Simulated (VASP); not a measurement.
# AlNi (Pm-3m) in VASP: further runs

The runs below take AlNi through single point, with PBE.

Everything below comes from runs of VASP 6.6.1. Logs are shortened: lines on timing, memory, paths and dates and some standing lists are left out, and cuts for length are marked.

## 1. The cell of the first run

The structure is cubic, space group Pm-3m (No. 221). Conventional cell: a = 2.804 Å, b = 2.804 Å, c = 2.804 Å, α = 90.00°, β = 90.00°, γ = 90.00°. Within 3.2 Å of Al (site symmetry m-3m) lie 8 Ni at 2.43 Å and 6 Al at 2.80 Å. Within 3.2 Å of Ni (site symmetry m-3m) lie 8 Al at 2.43 Å and 6 Ni at 2.80 Å.

## 2. Single point, PBE (volume scaled by 0.91)

File INCAR:

```
PREC = Accurate
ENCUT = 520
EDIFF = 1E-7
ISMEAR = 0
SIGMA = 0.1
LREAL = False
LASPH = True
NELM = 80
ALGO = Fast
ISIF = 2
LWAVE = False
LCHARG = False
GGA = PE
NBANDS = 14
```

File KPOINTS:

```
Automatic mesh
0
Gamma
  14 14 14
```

File POSCAR:

```
AlNi
1.0
    2.8035486963      0.0000000000      0.0000000000
    0.0000000000      2.8035486963      0.0000000000
    0.0000000000      0.0000000000      2.8035486963
Al Ni
1 1
Direct
    0.0000000000      0.0000000000      0.0000000000
    0.5000000000      0.5000000000      0.5000000000
```

Potentials or basis: VASP PAW PBE potentials, release 64 (Al, Ni).

Command:

```console
> cat potpaw_PBE.64/Al/POTCAR potpaw_PBE.64/Ni/POTCAR > POTCAR
> mpirun -np 1 vasp_std > vasp.out
```

OUTCAR:

```text
PREC = Accurate
   ENCUT = 520
   EDIFF = 1E-7
   ISMEAR = 0
   LREAL = False
   LASPH = True
   NELM = 80
   ISIF = 2
   GGA = PE

 ion  position               nearest neighbor table
   1  0.000  0.000  0.000-   2 2.43   2 2.43   2 2.43   2 2.43   2 2.43   2 2.43   2 2.43   2 2.43

   2  0.500  0.500  0.500-   1 2.43   1 2.43   1 2.43   1 2.43   1 2.43   1 2.43   1 2.43   1 2.43

  LATTYP: Found a simple cubic cell.
 ALAT       =     2.8035486963

  Lattice vectors:

 A1 = (   2.8035486963,   0.0000000000,   0.0000000000)
 A2 = (   0.0000000000,   2.8035486963,   0.0000000000)
 A3 = (   0.0000000000,   0.0000000000,   2.8035486963)

Analysis of symmetry for initial positions (statically):
=====================================================================
 Subroutine PRICEL returns:
 Original cell was already a primitive cell.

 Routine SETGRP: Setting up the symmetry group for a
 simple cubic supercell.

 Subroutine GETGRP returns: Found 48 space group operations
 (whereof 48 operations were pure point group operations)
 out of a pool of 48 trial point group operations.

The static configuration has the point symmetry O_h .

Analysis of symmetry for dynamics (positions and initial velocities):
=====================================================================
 Subroutine PRICEL returns:
 Original cell was already a primitive cell.

 Routine SETGRP: Setting up the symmetry group for a
 simple cubic supercell.

 Subroutine GETGRP returns: Found 48 space group operations
 (whereof 48 operations were pure point group operations)
 out of a pool of 48 trial point group operations.

The dynamic configuration has the point symmetry O_h .

 Subroutine INISYM returns: Found 48 space group operations
 (whereof 48 operations are pure point group operations),
 and found     1 'primitive' translations

----------------------------------------------------------------------------------------

                                     Primitive cell

  volume of cell :      22.0356

  direct lattice vectors                    reciprocal lattice vectors
     2.803548696  0.000000000  0.000000000     0.356690790  0.000000000  0.000000000
     0.000000000  2.803548696  0.000000000     0.000000000  0.356690790  0.000000000
     0.000000000  0.000000000  2.803548696     0.000000000  0.000000000  0.356690790

  length of vectors
     2.803548696  2.803548696  2.803548696     0.356690790  0.356690790  0.356690790

  position of ions in fractional coordinates (direct lattice)
     0.000000000  0.000000000  0.000000000
     0.500000000  0.500000000  0.500000000

  ion indices of the primitive-cell ions
   primitive index   ion index
                 1           1
                 2           2

----------------------------------------------------------------------------------------

 KPOINTS: Automatic mesh

Automatic generation of k-mesh.
 Grid dimensions read from file:
 generate k-points for:   14   14   14

 Generating k-lattice:

  Cartesian coordinates                     Fractional coordinates (reciprocal lattice)
     0.025477914  0.000000000  0.000000000     0.071428571  0.000000000  0.000000000
     0.000000000  0.025477914  0.000000000     0.000000000  0.071428571  0.000000000
     0.000000000  0.000000000  0.025477914     0.000000000  0.000000000  0.071428571

  Length of vectors
     0.025477914  0.025477914  0.025477914

  Shift w.r.t. Gamma in fractional coordinates (k-lattice)
     0.000000000  0.000000000  0.000000000

 Subroutine IBZKPT returns following result:
 ===========================================

 Found    120 irreducible k-points:

 Following reciprocal coordinates:
            Coordinates               Weight
  0.000000  0.000000  0.000000      1.000000
  0.071429  0.000000  0.000000      6.000000
  0.142857  0.000000  0.000000      6.000000
  0.214286  0.000000  0.000000      6.000000
  0.285714  0.000000  0.000000      6.000000
  0.357143  0.000000  0.000000      6.000000
[... 16 lines left out ...]
  0.285714  0.214286  0.000000     24.000000
  0.357143  0.214286  0.000000     24.000000
 [... further k-points ...]
   k-points           NKPTS =    120   k-points in BZ     NKDIM =    120   number of bands    NBANDS=     14
   number of dos      NEDOS =    301   number of ions     NIONS =      2
   total plane-waves  NPLWV =  13824
   dimension x,y,z NGX =    24 NGY =   24 NGZ =   24
   dimension x,y,z NGXF=    48 NGYF=   48 NGZF=   48
   ions per type =               1   1
   NGX,Y,Z   is equivalent  to a cutoff of  14.23, 14.23, 14.23 a.u.
   NGXF,Y,Z  is equivalent  to a cutoff of  28.46, 28.46, 28.46 a.u.
 SYSTEM =  unknown system
   PREC   = accura    normal or accurate (medium, high low for compatibility)
   ISTART =      0    job   : 0-new  1-cont  2-samecut
   ICHARG =      2    charge: 1-file 2-atom 10-const
   ISPIN  =      1    spin polarized calculation?
   LNONCOLLINEAR =      F non collinear calculations
   LSORBIT =      F    spin-orbit coupling
   LASPH  =      T    aspherical Exc in radial PAW
   ENCUT  =  520.0 eV  38.22 Ry    6.18 a.u.   5.21  5.21  5.21*2*pi/ulx,y,z
   NELM   =     80;   NELMIN=  2; NELMDL= -5     # of ELM steps
   EDIFF  = 0.1E-06   stopping-criterion for ELM
   LREAL  =      F    real-space projection
   EDIFFG = 0.1E-05   stopping-criterion for IOM
   NSW    =      0    number of steps for IOM
   IBRION =     -1    ionic relax: 0-MD 1-quasi-New 2-CG
   NFREE  =      0    steps in history (QN), initial steepest desc. (CG)
   ISIF   =      2    stress and relaxation
   ISYM   =      2    0-nonsym 1-usesym 2-fastsym
   POTIM  = 0.5000    time-step for ionic-motion
   TEBEG  =    0.0;   TEEND  =   0.0 temperature during run
   PSTRESS=    0.0 pullay stress
   NELECT =      13.0000    total number of electrons
   NUPDOWN=      -1.0000    fix difference up-down
   EMIN   =  10.00;   EMAX   =-10.00  energy-range for DOS
   EFERMI =   0.00;   METHOD = LEGACY
   ISMEAR =     0;   SIGMA  =   0.10  broadening in eV -4-tet -1-fermi 0-gaus
   EFERMI_NEDOS =   21; number of points for ismear=-14 and -15
   IALGO  =     68    algorithm
   IMIX   =      4    mixing-type and parameters
     AMIX     =   0.40;   BMIX     =  1.00
     AMIX_MAG =   1.60;   BMIX_MAG =  1.00
  volume/ion in A,a.u.               =      11.02        74.35
  Fermi-wavevector in a.u.,A,eV,Ry     =   1.373034  2.594657 25.649994  1.885221
  Thomas-Fermi vector in A             =   2.498587
   LORBIT       =      0    0 simple, 1 ext, 2 COOP (PROOUT), +10 PAW based schemes
   GGA     = PE    functional components
   LHFCALC =     F    Hartree Fock is set to
   AEXX    =    0.0000 exact exchange contribution
   IVDW    =     0    specifies the selected vdW correction
   LEPSILON=     F    determine dielectric tensor
   LRPA    =     F    only Hartree local field effects (RPA)
 non-spin polarized calculation
 RMM-DIIS sequential band-by-band and
 Gauss-broadening in eV      SIGMA  =   0.10
  energy-cutoff  :      520.00
  volume of cell :       22.04
 maximum number of plane-waves:       624
 NGX is ok and might be reduce to    24
   NGX = 11   NGY = 11   NGZ = 11

 number of electron      12.9999986 magnetization

 Free energy of the ion-electron system (eV)
  ---------------------------------------------------
  ext. energy  EPLUGINS =         0.00000000
  ---------------------------------------------------
  free energy    TOTEN  =       -10.42402512 eV

  energy without entropy =      -10.41906939  energy(sigma->0) =      -10.42154725

 E-fermi :  11.1175     XC(G=0): -12.4473

 val. band max:       11.0929638289   @ k =   0.5000   0.5000   0.2857
 cond. band min:      11.1244826389   @ k =   0.3571   0.2143   0.0714
 fundamental gap:      0.0315188099
 Fermi energy:        11.1174804019

 k-point     1 :       0.0000    0.0000    0.0000
  band No.  band energies     occupation
      1      -0.6017      2.00000
      2       7.5068      2.00000
      3       7.5068      2.00000
      4       9.4292      2.00000
      5       9.4292      2.00000
      6       9.4292      2.00000
      7      17.0085      0.00000
      8      17.0085      0.00000
      9      17.0085      0.00000
     10      19.5423      0.00000
     11      19.5423      0.00000
     12      26.4153      0.00000
     13      33.0503      0.00000
     14      33.0503      0.00000

 k-point     2 :       0.0714    0.0000    0.0000
  band No.  band energies     occupation
      1      -0.5020      2.00000
      2       7.5015      2.00000
      3       7.5319      2.00000
      4       9.3838      2.00000
      5       9.3838      2.00000
      6       9.4342      2.00000
      7      15.9617      0.00000
      8      17.1400      0.00000
      9      17.1400      0.00000
     10      19.5414      0.00000
     11      20.5087      0.00000
     12      26.7396      0.00000
     13      31.9441      0.00000
     14      31.9442      0.00000

 k-point     3 :       0.1429    0.0000    0.0000
  band No.  band energies     occupation
      1      -0.2048      2.00000
      2       7.4611      2.00000
      3       7.6029      2.00000
      4       9.2611      2.00000
      5       9.2611      2.00000
      6       9.4480      2.00000
      7      14.2887      0.00000
      8      17.5215      0.00000
      9      17.5215      0.00000
     10      19.5388      0.00000
     11      21.9092      0.00000
     12      27.7578      0.00000
     13      30.1598      0.00000
     14      30.1598      0.00000
[... 324 lines left out ...]
 k-point    23 :       0.2857    0.2143    0.0000
  band No.  band energies     occupation
      1       1.7925      2.00000
      2       7.2163      2.00000
      3       7.7684      2.00000
      4       8.6090      2.00000
      5       8.9741      2.00000
      6       9.1901      2.00000
      7      11.9144      0.00000
      8      14.5322      0.00000
      9      19.9544      0.00000
     10      20.3809      0.00000
     11      23.4340      0.00000
     12      27.2858      0.00000
     13      27.7111      0.00000
     14      29.3469      0.00000

 k-point    24 :       0.3571    0.2143    0.0000
  band No.  band energies     occupation
      1       2.5983      2.00000
      2       6.5448      2.00000
      3       7.9555      2.00000
      4       8.5590      2.00000
      5       8.8384      2.00000
      6       9.2122      2.00000
      7      11.0557      1.61738
      8      15.1768      0.00000
      9      19.3247      0.00000
     10      20.8637      0.00000
     11      23.3556      0.00000
     12      25.7682      0.00000
     13      28.0531      0.00000
     14      29.6881      0.00000

 [... further k-points ...]
[... 5 lines left out ...]
  --------------------------------------------------------------------------------------
  -------------------------------------------------------------------------------------
  Total        2.5341843      2.5341843      2.5341843      0.0000000      0.0000000     -0.0000000
  in kB      184.2571989    184.2571989    184.2571989      0.0000000      0.0000000     -0.0000000
  external PRESSURE =     184.2571989 kB  Pullay stress =       0.0000000 kB

 VOLUME and BASIS-vectors are now :
 -----------------------------------------------------------------------------
  energy-cutoff  :      520.00
  volume of cell :       22.04
      direct lattice vectors                 reciprocal lattice vectors
     2.803548696  0.000000000  0.000000000     0.356690790  0.000000000  0.000000000
     0.000000000  2.803548696  0.000000000     0.000000000  0.356690790  0.000000000
     0.000000000  0.000000000  2.803548696     0.000000000  0.000000000  0.356690790

 POSITION                                       TOTAL-FORCE (eV/Angst)
 -----------------------------------------------------------------------------------
      0.00000      0.00000      0.00000         0.000000      0.000000      0.000000
      1.40177      1.40177      1.40177         0.000000      0.000000      0.000000
 -----------------------------------------------------------------------------------
    total drift:                                0.000000      0.000000     -0.000000

  FREE ENERGIE OF THE ION-ELECTRON SYSTEM (eV)
  ---------------------------------------------------
  free  energy   TOTEN  =       -10.4240251202 eV

  energy  without entropy=      -10.4190693862  energy(sigma->0) =      -10.42154725
```

Wall time 32 s (1 thread of Intel Xeon Platinum 8259CL at 2.50GHz (Skylake/Cascade Lake), shared host); peak memory 0.16 GiB.

Results:

- Free energy: -10.4240 eV
- Pressure: 18.4 GPa

 Spin polarisation is off, so any magnetic state and its effect on volume and gap are missing.

## 3. Single point, PBE (volume scaled by 0.94)

File INCAR:

```
SYSTEM = AlNi
PREC     = Accurate       ! precision mode
ENCUT    = 520            ! plane-wave cutoff, eV
EDIFF    = 1E-6           ! SCF threshold, eV
ISMEAR   = 0              ! smearing method
SIGMA    = 0.1            ! smearing width, eV
LREAL    = .False.        ! projectors in reciprocal space
LASPH    = .True.         ! aspherical terms in the spheres
NELM     = 80             ! most SCF steps
ALGO     = Normal         ! electronic algorithm
ISIF     = 2              ! what is computed and relaxed
LWAVE    = .False.        ! write WAVECAR
LCHARG   = .True.         ! write CHGCAR
GGA      = PE             ! functional
LELF     = .True.         ! ELF
LVHAR    = .True.       
NBANDS   = 14             ! bands
```

File KPOINTS:

```
Automatic mesh
0
Gamma
  14 14 14
  0 0 0
```

File POSCAR:

```
AlNi
1.0
    2.8340244393      0.0000000000      0.0000000000
    0.0000000000      2.8340244393      0.0000000000
    0.0000000000      0.0000000000      2.8340244393
Al Ni
1 1
Direct
    0.0000000000      0.0000000000      0.0000000000
    0.5000000000      0.5000000000      0.5000000000
```

Potentials or basis: VASP PAW PBE potentials, release 64 (Al, Ni).

Command:

```console
> cat potpaw_PBE.64/Al/POTCAR potpaw_PBE.64/Ni/POTCAR > POTCAR
> mpirun -np 1 vasp_std > vasp.out
```

Wall time 24 s (1 thread of Intel Xeon Platinum 8259CL at 2.50GHz (Skylake/Cascade Lake), shared host); peak memory 0.16 GiB.

It converged, with:

- Free energy: -10.4910 eV
- Pressure: 11.3 GPa

Levels at points of the mesh, in eV from the Fermi level:
```tsv
k point	band 5	band 6	band 7	band 8	band 9	band 10
(0.00, 0.00, 0.00)	-1.61	-1.61	5.75	5.75	5.75	8.32
(0.50, 0.00, 0.00)	-2.36	-1.52	-0.64	8.37	10.30	10.30
(0.50, 0.50, 0.00)	-2.19	-2.19	-1.05	1.61	2.74	12.86
(0.50, 0.50, 0.50)	-1.02	1.99	1.99	1.99	4.17	4.69
```

 Spin polarisation is off, so any magnetic state and its effect on volume and gap are missing.

## 4. Single point, PBE (volume scaled by 0.97)

File INCAR:

```
SYSTEM = AlNi
ALGO = Fast
EDIFF = 1E-6
ENCUT = 520
GGA = PE
ISIF = 2
ISMEAR = 0
LASPH = .True.
LCHARG = .False.
LREAL = .False.
LWAVE = .False.
NBANDS = 14
NELM = 80
PREC = Accurate
SIGMA = 0.1
```

File KPOINTS:

```
k-points
0
Gamma
  14 14 14
  0 0 0
```

File POSCAR:

```
AlNi
1.0
    2.8638584679      0.0000000000      0.0000000000
    0.0000000000      2.8638584679      0.0000000000
    0.0000000000      0.0000000000      2.8638584679
Al Ni
1 1
Direct
    0.0000000000      0.0000000000      0.0000000000
    0.5000000000      0.5000000000      0.5000000000
```

Command:

```console
> cat potpaw_PBE.64/Al/POTCAR potpaw_PBE.64/Ni/POTCAR > POTCAR
> mpirun -np 1 vasp_std > vasp.out
```

Run time: 26 s. Hardware: 1 thread of Intel Xeon Platinum 8259CL at 2.50GHz (Skylake/Cascade Lake), shared host; peak memory 0.16 GiB.

The run converged. Its results:

```yaml
Free_energy: -10.5280 eV
Pressure: 5.0 GPa
```

Levels at points of the mesh, in eV from the Fermi level:
```
           k point  band 4  band 5  band 6  band 7  band 8  band 9  band 10  band 11
(0.00, 0.00, 0.00)   -1.55   -1.55   -1.55    5.61    5.61    5.61     8.21     8.21
(0.50, 0.00, 0.00)   -2.27   -2.27   -1.46   -0.62    8.33   10.14    10.14    11.09
(0.50, 0.50, 0.00)   -2.90   -2.09   -2.09   -1.01    1.55    2.58    12.50    15.31
(0.50, 0.50, 0.50)   -0.97   -0.97    2.02    2.02    2.02    3.88     4.55     4.55
```

(Continued in part 2 of 2.)
